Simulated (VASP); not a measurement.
Wanted: the native input for a VASP 6.6.1 run.

```yaml
Task: single point
Functional: PBE
Potentials_or_basis: VASP PAW PBE potentials, release 64 (Mg, O)
Cutoff: 600 eV
k_mesh: 4 × 4 × 4
Occupations: gaussian, width 0.01 eV
Spin: no spin polarisation
Dipole_correction: no
Further_INCAR_settings: ALGO = Normal; EDIFF = 1e-06; NBANDS = 11
```

The structure of MgO lies in POSCAR:

```
MgO
1.0
    0.0000000000      1.9898577500      1.9898577500
    1.9898577500      0.0000000000      1.9898577500
    1.9898577500      1.9898577500      0.0000000000
Mg O
1 1
Direct
    0.0000000000      0.0000000000      0.0000000000
    0.5000000000      0.5000000000      0.5000000000
```

These files were run (other wordings do the same):

INCAR

```
SYSTEM = MgO
PREC = Accurate
ENCUT = 600
EDIFF = 1E-6
ISMEAR = 0
SIGMA = 0.01
LREAL = .False.
LASPH = .True.
NELM = 120
ALGO = Normal
ISIF = 2
LWAVE = .False.
LCHARG = .False.
GGA = PE
NBANDS = 11
GGA_COMPAT = .False.
```

KPOINTS

```
regular mesh
0
Gamma
  4 4 4
  0 0 0
```

Potentials or basis: VASP PAW PBE potentials, release 64 (Mg, O).

The run is started by

```sh
$ cat potpaw_PBE.64/Mg/POTCAR potpaw_PBE.64/O/POTCAR > POTCAR
$ mpirun -np 1 vasp_std > vasp.out
```

Results of the run:

```json
{
  "Pressure": "44.2 GPa",
  "Band gap on the k mesh": "6.56 eV, direct"
}
```

Caveat: the k points lie up to 0.68 Å⁻¹ apart.

Run time: 3.1 s on 1 thread of Intel(R) Xeon(R) Platinum 8488C (Sapphire Rapids), with other jobs on the host, peak memory 0.13 GiB.
